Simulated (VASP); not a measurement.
Wanted: the native input for a VASP 6.6.1 run.

```yaml
Task: single point
Functional: LDA
Potentials_or_basis: VASP PAW LDA potentials, release 64 (Pt)
Cutoff: 520 eV
k_mesh: 17 × 17 × 17
Occupations: fermi-dirac, width 0.1 eV
Spin: no spin polarisation
Dipole_correction: no
Further_INCAR_settings: ALGO = Normal; EDIFF = 1e-06; NBANDS = 11
```

The structure of Pt lies in POSCAR:

```
Pt
1.0
    2.5701580574      0.0000000000      0.0000000000
    0.0000000000      2.5701580574      0.0000000000
    0.0000000000      0.0000000000      2.5701580574
Pt
1
Direct
    0.0000000000      0.0000000000      0.0000000000
```

These files were run (other wordings do the same):

INCAR

```
SYSTEM = Pt
PREC = Accurate ; ENCUT = 520
EDIFF = 1E-6 ; ISMEAR = -1
SIGMA = 0.1 ; LREAL = .FALSE.
LASPH = .TRUE. ; NELM = 100
ALGO = Normal ; ISIF = 2
LWAVE = .FALSE. ; LCHARG = .FALSE.
GGA = CA ; NBANDS = 11
```

KPOINTS

```
regular mesh
0
G
  17 17 17
  0 0 0
```

Potentials or basis: VASP PAW LDA potentials, release 64 (Pt).

The run is started by

```bash
$ cat potpaw_LDA.64/Pt/POTCAR > POTCAR
$ mpirun -np 1 vasp_std > vasp.out
```

Results of the run:

- Pressure: 0.4 GPa
- Band gap on the k mesh: zero (band 5 reaches 11.15 eV, above the bottom of band 6 at 7.90 eV)

Caveat: spin-orbit coupling is left out, which moves the levels of the heavy elements.

Run time: 25 s on 1 thread of AMD EPYC 7R13 (shared host), peak memory 0.11 GiB.
